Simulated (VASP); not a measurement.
Input of a VASP 6.6.1 run:

The input INCAR:

```
SYSTEM = Se
PREC = Accurate
ENCUT = 520
EDIFF = 1E-7
ISMEAR = -1
SIGMA = 0.03
LREAL = .False.
LASPH = .True.
NELM = 80
ALGO = Normal
ISIF = 2
LWAVE = .False.
LCHARG = .False.
NBANDS = 16
```

KPOINTS

```
Automatic mesh
0
Gamma
  6 6 5
  0 0 0
```

The input POSCAR:

```
Se
1.0
    4.3661999489      0.0218309997      0.0218309997
   -2.1641937741      3.7703245739      0.0079907005
    0.0247680000      0.0247680000      4.9536000000
Se
3
Direct
    0.2254000000      0.0000000000      0.3333333333
    0.0000000000      0.2254000000      0.6666666667
    0.7746000000      0.7746000000      0.0000000000
```

Potentials or basis: VASP PAW LDA potentials, release 64 (Se).

The run is started by

```console
$ cat potpaw_LDA.64/Se/POTCAR > POTCAR
$ mpirun -np 1 vasp_std > vasp.out
```

Problem. What does it give for the pressure?

Solution. -1.0 GPa.

Problem. Predict the largest force.

Solution. 0.354 eV/Å.

Problem. Predict the band gap on the k mesh.

Solution. 1.13 eV (least direct gap 1.40 eV).

Forces on the atoms (eV/Å):
```
Se   0.222 -0.077 -0.155
Se  -0.178  0.306 -0.021
Se  -0.044 -0.229  0.176
```

Caveat: the cell differs from its parent crystal (equal xy, yz and zx shear strains of +1 %). A k mesh can miss the band edges.
